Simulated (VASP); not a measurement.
# In (P6/mmm) in VASP: notebook

Runs on In. Level: PBEsol. Tasks: single point, relaxation of cell and atoms.

All numbers are computed with VASP 6.6.1; they aren't measurements. Logs are shortened: lines on timing, memory, paths and dates and some standing lists are left out, and cuts for length are marked.

**1. The cell of the first run**

The structure is hexagonal, space group P6/mmm (No. 191). The conventional cell has a = 5.227 Å, b = 5.227 Å, c = 3.226 Å, α = 90.00°, β = 90.00°, γ = 120.00°. Within 4.2 Å of In (site symmetry 6/mmm) lie 14 In at 3.23 to 3.42 Å. Within 4.0 Å of In (site symmetry -6m2) lie 11 In at 3.02 to 3.42 Å.

**2. Single point, PBEsol**

INCAR reads:

```
PREC     = Accurate       # precision mode
ENCUT    = 520            # plane-wave cutoff, eV
EDIFF    = 1E-6           # SCF threshold, eV
ISMEAR   = -1             # smearing method
SIGMA    = 0.08           # smearing width, eV
LREAL    = False          # projectors in reciprocal space
LASPH    = True           # aspherical terms in the spheres
NELM     = 60             # most SCF steps
ALGO     = Normal         # electronic algorithm
ISIF     = 2              # what is computed and relaxed
LWAVE    = False          # write WAVECAR
LCHARG   = True           # write CHGCAR
GGA      = PS             # functional
LELF     = True           # ELF
LVHAR    = True         
NBANDS   = 26             # bands
```

KPOINTS reads:

```
regular mesh
0
Gamma
  7 7 10
```

POSCAR reads:

```
In
1.0
    5.2274826008      0.0000000000      0.0000000000
   -2.6137413004      4.5271327302      0.0000000000
    0.0000000000      0.0000000000      3.2257569103
In
3
Direct
    0.0000000000      0.0000000000      0.0000000000
    0.3333333333      0.6666666667      0.5000000000
    0.6666666667      0.3333333333      0.5000000000
```

Potentials or basis: VASP PAW PBE potentials, release 64 (In_d).

Run with:

```bash
> cat potpaw_PBE.64/In_d/POTCAR > POTCAR
> mpirun -np 1 vasp_std > vasp.out
```

OUTCAR:

```text
PREC = Accurate
   ENCUT = 520
   EDIFF = 1E-6
   ISMEAR = -1
   LREAL = False
   LASPH = True
   NELM = 60
   ISIF = 2
   GGA = PS

 ion  position               nearest neighbor table
   1  0.000  0.000  0.000-   2 3.42   3 3.42   2 3.42   3 3.42   3 3.42   3 3.42   2 3.42   2 3.42
                             3 3.42   3 3.42   2 3.42   2 3.42
   2  0.333  0.667  0.500-   3 3.02   3 3.02   3 3.02   1 3.42   1 3.42   1 3.42   1 3.42   1 3.42
                             1 3.42
   3  0.667  0.333  0.500-   2 3.02   2 3.02   2 3.02   1 3.42   1 3.42   1 3.42   1 3.42   1 3.42
                             1 3.42

  LATTYP: Found a hexagonal cell.
 ALAT       =     5.2274826008
 C/A-ratio  =     0.6170765465

  Lattice vectors:

 A1 = (   5.2274826008,   0.0000000000,   0.0000000000)
 A2 = (  -2.6137413004,   4.5271327302,   0.0000000000)
 A3 = (   0.0000000000,   0.0000000000,   3.2257569103)

Analysis of symmetry for initial positions (statically):
=====================================================================
 Subroutine PRICEL returns:
 Original cell was already a primitive cell.

 Routine SETGRP: Setting up the symmetry group for a
 hexagonal supercell.

 Subroutine GETGRP returns: Found 24 space group operations
 (whereof 24 operations were pure point group operations)
 out of a pool of 24 trial point group operations.

The static configuration has the point symmetry D_6h.

Analysis of symmetry for dynamics (positions and initial velocities):
=====================================================================
 Subroutine PRICEL returns:
 Original cell was already a primitive cell.

 Routine SETGRP: Setting up the symmetry group for a
 hexagonal supercell.

 Subroutine GETGRP returns: Found 24 space group operations
 (whereof 24 operations were pure point group operations)
 out of a pool of 24 trial point group operations.

The dynamic configuration has the point symmetry D_6h.

 Subroutine INISYM returns: Found 24 space group operations
 (whereof 24 operations are pure point group operations),
 and found     1 'primitive' translations

----------------------------------------------------------------------------------------

                                     Primitive cell

  volume of cell :      76.3392

  direct lattice vectors                    reciprocal lattice vectors
     5.227482601  0.000000000  0.000000000     0.191296667  0.110445182  0.000000000
    -2.613741300  4.527132730  0.000000000     0.000000000  0.220890365  0.000000000
     0.000000000  0.000000000  3.225756910     0.000000000  0.000000000  0.310004761

  length of vectors
     5.227482601  5.227482601  3.225756910     0.220890365  0.220890365  0.310004761

  position of ions in fractional coordinates (direct lattice)
     0.000000000  0.000000000  0.000000000
     0.333333333  0.666666667  0.500000000
     0.666666667  0.333333333  0.500000000

  ion indices of the primitive-cell ions
   primitive index   ion index
                 1           1
                 2           2
                 3           3

----------------------------------------------------------------------------------------

 KPOINTS: regular mesh

Automatic generation of k-mesh.
 Grid dimensions read from file:
 generate k-points for:    7    7   10

 Generating k-lattice:

  Cartesian coordinates                     Fractional coordinates (reciprocal lattice)
     0.027328095  0.015777883  0.000000000     0.142857143 -0.000000000  0.000000000
     0.000000000  0.031555766  0.000000000     0.000000000  0.142857143  0.000000000
     0.000000000  0.000000000  0.031000476     0.000000000  0.000000000  0.100000000

  Length of vectors
     0.031555766  0.031555766  0.031000476

  Shift w.r.t. Gamma in fractional coordinates (k-lattice)
     0.000000000  0.000000000  0.000000000

 Subroutine IBZKPT returns following result:
 ===========================================

 Found     48 irreducible k-points:

 Following reciprocal coordinates:
            Coordinates               Weight
  0.000000  0.000000  0.000000      1.000000
  0.142857  0.000000  0.000000      6.000000
  0.285714  0.000000  0.000000      6.000000
  0.428571  0.000000  0.000000      6.000000
  0.142857  0.142857  0.000000      6.000000
  0.285714  0.142857  0.000000     12.000000
[... 16 lines left out ...]
  0.428571  0.142857  0.200000     12.000000
  0.285714  0.285714  0.200000     12.000000
 [... further k-points ...]
   k-points           NKPTS =     48   k-points in BZ     NKDIM =     48   number of bands    NBANDS=     26
   number of dos      NEDOS =    301   number of ions     NIONS =      3
   total plane-waves  NPLWV =  38400
   dimension x,y,z NGX =    40 NGY =   40 NGZ =   24
   dimension x,y,z NGXF=    80 NGYF=   80 NGZF=   48
   ions per type =               3
   NGX,Y,Z   is equivalent  to a cutoff of  12.72, 12.72, 12.37 a.u.
   NGXF,Y,Z  is equivalent  to a cutoff of  25.44, 25.44, 24.74 a.u.
 SYSTEM =  unknown system
   PREC   = accura    normal or accurate (medium, high low for compatibility)
   ISTART =      0    job   : 0-new  1-cont  2-samecut
   ICHARG =      2    charge: 1-file 2-atom 10-const
   ISPIN  =      1    spin polarized calculation?
   LNONCOLLINEAR =      F non collinear calculations
   LSORBIT =      F    spin-orbit coupling
   LASPH  =      T    aspherical Exc in radial PAW
   ENCUT  =  520.0 eV  38.22 Ry    6.18 a.u.   9.72  9.72  6.00*2*pi/ulx,y,z
   NELM   =     60;   NELMIN=  2; NELMDL= -5     # of ELM steps
   EDIFF  = 0.1E-05   stopping-criterion for ELM
   LREAL  =      F    real-space projection
   EDIFFG = 0.1E-04   stopping-criterion for IOM
   NSW    =      0    number of steps for IOM
   IBRION =     -1    ionic relax: 0-MD 1-quasi-New 2-CG
   NFREE  =      0    steps in history (QN), initial steepest desc. (CG)
   ISIF   =      2    stress and relaxation
   ISYM   =      2    0-nonsym 1-usesym 2-fastsym
   POTIM  = 0.5000    time-step for ionic-motion
   TEBEG  =    0.0;   TEEND  =   0.0 temperature during run
   PSTRESS=    0.0 pullay stress
   NELECT =      39.0000    total number of electrons
   NUPDOWN=      -1.0000    fix difference up-down
   EMIN   =  10.00;   EMAX   =-10.00  energy-range for DOS
   EFERMI =   0.00;   METHOD = LEGACY
   ISMEAR =    -1;   SIGMA  =   0.08  broadening in eV -4-tet -1-fermi 0-gaus
   EFERMI_NEDOS =   21; number of points for ismear=-14 and -15
   IALGO  =     38    algorithm
   IMIX   =      4    mixing-type and parameters
     AMIX     =   0.40;   BMIX     =  1.00
     AMIX_MAG =   1.60;   BMIX_MAG =  1.00
  volume/ion in A,a.u.               =      25.45       171.72
  Fermi-wavevector in a.u.,A,eV,Ry     =   1.308721  2.473125 23.303403  1.712752
  Thomas-Fermi vector in A             =   2.439369
   LORBIT       =      0    0 simple, 1 ext, 2 COOP (PROOUT), +10 PAW based schemes
   GGA     = PS    functional components
   LHFCALC =     F    Hartree Fock is set to
   AEXX    =    0.0000 exact exchange contribution
   IVDW    =     0    specifies the selected vdW correction
   LEPSILON=     F    determine dielectric tensor
   LRPA    =     F    only Hartree local field effects (RPA)
 non-spin polarized calculation
  energy-cutoff  :      520.00
  volume of cell :       76.34
 maximum number of plane-waves:      2075
 NGX is ok and might be reduce to    40

 number of electron      39.0000003 magnetization

 Free energy of the ion-electron system (eV)
  ---------------------------------------------------
  ext. energy  EPLUGINS =         0.00000000
  ---------------------------------------------------
  free energy    TOTEN  =        -8.92581858 eV

  energy without entropy =       -8.90555606  energy(sigma->0) =       -8.91568732

 E-fermi :   7.7082     XC(G=0): -10.5326

 val. band max:        7.6941440381   @ k =   0.2857   0.1429   0.3000
 cond. band min:       7.7572181909   @ k =   0.4286   0.0000   0.5000
 fundamental gap:      0.0630741528
 Fermi energy:         7.7081533559

 k-point     1 :       0.0000    0.0000    0.0000
  band No.  band energies     occupation
      1      -7.1891      2.00000
      2      -6.9269      2.00000
      3      -6.9269      2.00000
      4      -6.9245      2.00000
      5      -6.9046      2.00000
      6      -6.7899      2.00000
[... 18 lines left out ...]
     25      19.0061      0.00000
     26      19.0903      0.00000

 k-point     2 :       0.1429    0.0000    0.0000
  band No.  band energies     occupation
      1      -7.1784      2.00000
      2      -6.9832      2.00000
      3      -6.9648      2.00000
      4      -6.9321      2.00000
      5      -6.8869      2.00000
      6      -6.8160      2.00000
[... 18 lines left out ...]
     25      17.7390      0.00000
     26      18.2099      0.00000

 k-point     3 :       0.2857    0.0000    0.0000
  band No.  band energies     occupation
      1      -7.1528      2.00000
      2      -7.0596      2.00000
      3      -7.0213      2.00000
      4      -6.9549      2.00000
      5      -6.8997      2.00000
      6      -6.8469      2.00000
[... 18 lines left out ...]
     25      15.9722      0.00000
     26      16.3912      0.00000

 k-point     4 :       0.4286    0.0000    0.0000
  band No.  band energies     occupation
      1      -7.1372      2.00000
      2      -7.1001      2.00000
      3      -7.0538      2.00000
      4      -6.9789      2.00000
      5      -6.9079      2.00000
      6      -6.8643      2.00000
[... 18 lines left out ...]
     25      14.1358      0.00000
     26      15.3591      0.00000
[... 496 lines left out ...]
      1      -7.1019      2.00000
      2      -7.0374      2.00000
      3      -7.0118      2.00000
      4      -6.9223      2.00000
      5      -6.8814      2.00000
      6      -6.8263      2.00000
[... 18 lines left out ...]
     25      13.5674      0.00000
     26      13.6327      0.00000

 k-point    23 :       0.4286    0.1429    0.2000
  band No.  band energies     occupation
      1      -7.1132      2.00000
      2      -7.0474      2.00000
      3      -7.0111      2.00000
      4      -6.9189      2.00000
      5      -6.8765      2.00000
      6      -6.8333      2.00000
[... 18 lines left out ...]
     25      14.3593      0.00000
     26      14.4288      0.00000

 k-point    24 :       0.2857    0.2857    0.2000
  band No.  band energies     occupation
      1      -7.1226      2.00000
      2      -7.0270      2.00000
      3      -7.0186      2.00000
      4      -6.9249      2.00000
      5      -6.8604      2.00000
      6      -6.8320      2.00000
[... 18 lines left out ...]
     25      14.9623      0.00000
     26      15.1322      0.00000

 [... further k-points ...]

------------------------ aborting loop because EDIFF is reached ----------------------------------------

  FORCE on cell =-STRESS in cart. coord.  units (eV):
  Direction    XX          YY          ZZ          XY          YZ          ZX
  --------------------------------------------------------------------------------------
  -------------------------------------------------------------------------------------
  Total        0.4017004      0.4017004      0.3918895      0.0000000     -0.0000000      0.0000000
  in kB        8.4307343      8.4307343      8.2248269      0.0000000     -0.0000000      0.0000000
  external PRESSURE =       8.3620985 kB  Pullay stress =       0.0000000 kB

 VOLUME and BASIS-vectors are now :
 -----------------------------------------------------------------------------
  energy-cutoff  :      520.00
  volume of cell :       76.34
      direct lattice vectors                 reciprocal lattice vectors
     5.227482601  0.000000000  0.000000000     0.191296667  0.110445182  0.000000000
    -2.613741300  4.527132730  0.000000000     0.000000000  0.220890365  0.000000000
     0.000000000  0.000000000  3.225756910     0.000000000  0.000000000  0.310004761

 POSITION                                       TOTAL-FORCE (eV/Angst)
 -----------------------------------------------------------------------------------
      0.00000      0.00000      0.00000        -0.000000     -0.000000      0.000000
     -0.00000      3.01809      1.61288         0.000000      0.000000      0.000000
      2.61374      1.50904      1.61288         0.000000     -0.000000     -0.000000
 -----------------------------------------------------------------------------------
    total drift:                               -0.000000      0.000000      0.000000

  FREE ENERGIE OF THE ION-ELECTRON SYSTEM (eV)
  ---------------------------------------------------
  free  energy   TOTEN  =        -8.9258185819 eV

  energy  without entropy=       -8.9055560593  energy(sigma->0) =       -8.91568732
```

It took 54 s on 1 thread of Intel Xeon 6975P-C, shared host; peak memory 0.22 GiB.

Results:

```yaml
Free_energy: -8.9258 eV
Pressure: 0.8 GPa
```

Caveat: the PAW data sets were made with another functional, which shifts forces and pressure a little; spin-orbit coupling is left out, which moves the levels of the heavy elements.

**3. Relaxation of cell and atoms, PBEsol, target pressure 0.9 GPa, at which the enthalpy is minimised**

This run uses another cell than the first one: it holds 1 atom, not 3.

INCAR reads:

```
ALGO = Normal ; EDIFF = 1E-7
EDIFFG = -0.005 ; ENCUT = 600
GGA = PS ; IBRION = 2
ISIF = 3 ; ISMEAR = -1
LASPH = True ; LCHARG = False
LREAL = False ; LWAVE = False
NELM = 100 ; NSW = 32
PREC = Accurate ; PSTRESS = 9.0
SIGMA = 0.08
```

KPOINTS reads:

```
k-points
0
Gamma
  14 14 13
```

POSCAR reads:

```
In
1.0
    3.1544011486      0.0000000000      0.0000000000
   -1.5772005743      2.7317915285      0.0000000000
    0.0000000000      0.0000000000      2.9885440702
In
1
Direct
    0.0000000000      0.0000000000      0.0000000000
```

Potentials or basis: VASP PAW PBE potentials, release 64 (In_d).

Run with:

```bash
> cat potpaw_PBE.64/In_d/POTCAR > POTCAR
> mpirun -np 1 vasp_std > vasp.out
```

Run time: 27 s. Hardware: 1 thread of Intel Xeon 6975P-C, shared host; peak memory 0.19 GiB.

Results (log left out):

| Property | Result |
| --- | --- |
| Free energy | -2.9379 eV |
| Pressure after relaxing | 0.9 GPa |

Final structure:
```cif
data_structure
_symmetry_space_group_name_H-M 'P 1'
_symmetry_Int_Tables_number 1
_cell_length_a 3.1544
_cell_length_b 3.1544
_cell_length_c 2.9885
_cell_angle_alpha 90.000
_cell_angle_beta 90.000
_cell_angle_gamma 120.000
_cell_volume 25.75
loop_
_atom_site_label
_atom_site_type_symbol
_atom_site_fract_x
_atom_site_fract_y
_atom_site_fract_z
_atom_site_occupancy
In1 In 0.00000 0.00000 0.00000 1
```

Levels at points of the mesh, in eV from the Fermi level:
| k point | band 2 | band 3 | band 4 | band 5 | band 6 | band 7 | band 8 | band 9 | band 10 |
| --- | --- | --- | --- | --- | --- | --- | --- | --- | --- |
| (0.00, 0.00, 0.00) | -14.59 | -14.59 | -14.17 | -14.17 | -9.66 | 7.38 | 10.01 | 10.01 | 10.93 |
| (0.50, 0.00, 0.00) | -14.62 | -14.38 | -14.22 | -14.13 | -4.47 | -3.48 | 5.54 | 9.19 | 11.84 |

Caveat: the relaxation stopped at its first step, so nothing moved; the cell is relaxed towards a set pressure, so the enthalpy falls and the energy may rise; the PAW data sets were made with another functional, which shifts forces and pressure a little; spin-orbit coupling is left out, which moves the levels of the heavy elements.
